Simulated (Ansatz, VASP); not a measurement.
# One calculation of V, two programs

Contents of INCAR:

```
PREC     = Accurate       # precision mode
ENCUT    = 520            # plane-wave cutoff, eV
EDIFF    = 1E-6           # SCF threshold, eV
ISMEAR   = -1             # smearing method
SIGMA    = 0.05           # smearing width, eV
LREAL    = False          # projectors in reciprocal space
LASPH    = True           # aspherical terms in the spheres
NELM     = 150            # most SCF steps
ALGO     = Normal         # electronic algorithm
ISIF     = 2              # what is computed and relaxed
LWAVE    = False          # write WAVECAR
LCHARG   = True           # write CHGCAR
ISPIN    = 2              # spin polarisation
MAGMOM   = 2.5            # initial moments
LORBIT   = 11             # projections on sites
NUPDOWN  = 2.5            # fixed moment
LMAXMIX  = 4              # l up to which the mixer works
GGA      = PE             # functional
LELF     = True           # ELF
LVHAR    = True         
NBANDS   = 16             # bands
```

The input KPOINTS:

```
regular mesh
0
Gamma
  10 10 10
```

The input POSCAR:

```
V
1.0
   -1.5143500000      1.5143500000      1.5143500000
    1.5143500000     -1.5143500000      1.5143500000
    1.5143500000      1.5143500000     -1.5143500000
V
1
Direct
    0.0000000000      0.0000000000      0.0000000000
```

The input input.yaml:

```yaml
crystal:
  lattice:
    - [-1.51435, 1.51435, 1.51435]
    - [1.51435, -1.51435, 1.51435]
    - [1.51435, 1.51435, -1.51435]
  atoms:
    - { symbol: V, position: [0.0, 0.0, 0.0], spin: 2.5 }
hamiltonian:
  xc: pbe
  pseudopotentials: { kind: paw }
magnetization:
  spin_polarized: true
  initial_magnetization: 2.5
  spin_locking: { lock_magnetization: hard }
kpoints:
  mp_grid: { grid: [10, 10, 10] }
scf:
  occupations: { method: fermi_dirac, width: 0.05 }
  lower_state_search: "off"
output:
  forces: true
  stress: true
  eigenvalues: true
```

Alike in both runs: task single point; functional PBE; k mesh 10 × 10 × 10; occupations fermi-dirac, width 0.05 eV; collinear spin; fixed moment 2.5 μB.

```csv
,VASP,Ansatz
version,VASP 6.6.1,Ansatz 0.2.0
potentials or method,"VASP PAW PBE potentials, release 64 (V_sv)",Ansatz PAW
plane-wave cutoff (eV),520,420
valence electrons in the cell,13,13
```

|  | VASP | Ansatz | Ansatz less VASP |
| --- | --- | --- | --- |
| pressure (GPa) | 25.7 | 25.5 | -0.22 |
| net moment per atom (μB) | 2.50 | 2.50 | 0.000 |
| size of the moment on the site where the two differ most (μB) | 2.11 | 2.02 | -0.092 |

Site moments also hang on the region over which each program counts them.
